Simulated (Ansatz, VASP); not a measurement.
# Two plane-wave programs on NbP

```
CELL_PARAMETERS angstrom
-1.66013 1.66013 5.64519
1.66013 -1.66013 5.64519
1.66013 1.66013 -5.64519
ATOMIC_POSITIONS crystal
Nb 0.75019 0.75019 0.00000
Nb 0.50019 0.00019 0.50000
P 0.33244 0.33244 0.00000
P 0.08244 0.58244 0.50000
```

Alike in both runs: functional PBEsol; k mesh 18 × 18 × 18; occupations gaussian, width 0.1 eV; no spin polarisation.

Ansatz relaxed the structure, and its values are those at the end. VASP's run is a single point on that final structure, the one shown.

|  | VASP | Ansatz |
| --- | --- | --- |
| version | VASP 6.6.1 | Ansatz 0.2.0 |
| potentials or method | VASP PAW PBE potentials, release 64 (Nb_sv, P), cutoff 520 eV | scalar-relativistic, plane waves, PAW |
| valence electrons in the cell | 36 | 36 |

|  | VASP | Ansatz | Ansatz less VASP |
| --- | --- | --- | --- |
| gap on the k mesh at the Fermi level (eV) | none | none | - |
| pressure (GPa) | -0.2 | 0.0 | +0.23 |

VASP's potentials were made for PBE, not for PBEsol. A gap of «none» marks a metal or a gap that the smearing closes.
